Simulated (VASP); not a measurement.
Runs of VASP 6.6.1 on HfSi3. The structure is that of space group Pm-3m (No. 221), or close to it. The cells are those of the table. 

```tsv
level	potentials or basis	cell	gap on the mesh (eV)	pressure (GPa)
PBE	VASP PAW PBE potentials, release 64 (Hf_pv, Si)	a = 3.974 Å, 4 atoms	none	(b)
PBE	VASP PAW PBE potentials, release 64 (Hf_pv, Si)	a = 3.947 Å, 4 atoms	none	2.1
LDA	VASP PAW LDA potentials, release 64 (Hf_pv, Si)	a = 3.974 Å, 4 atoms	none	-6.0
PBE	VASP PAW PBE potentials, release 64 (Hf_pv, Si)	a = 3.989 Å, 4 atoms	none	-1.5
PBE	VASP PAW PBE potentials, release 64 (Hf_pv, Si)	a = 4.024 Å, 4 atoms	none	(a)
```

Alike in all rows: task single point; no spin polarisation; k mesh 8 × 8 × 8; cutoff (eV) 520; smearing gaussian 0.05 eV.

Question: Fill in the values left out.

Answer: (a) -4.2; (b) -0.2.

Caveats: spin-orbit coupling is left out, which moves the levels of the heavy elements.

A k mesh can miss the band edges, and the runs leave out spin-orbit coupling on Hf.

A gap of «none» marks levels without a gap at the run's occupations.
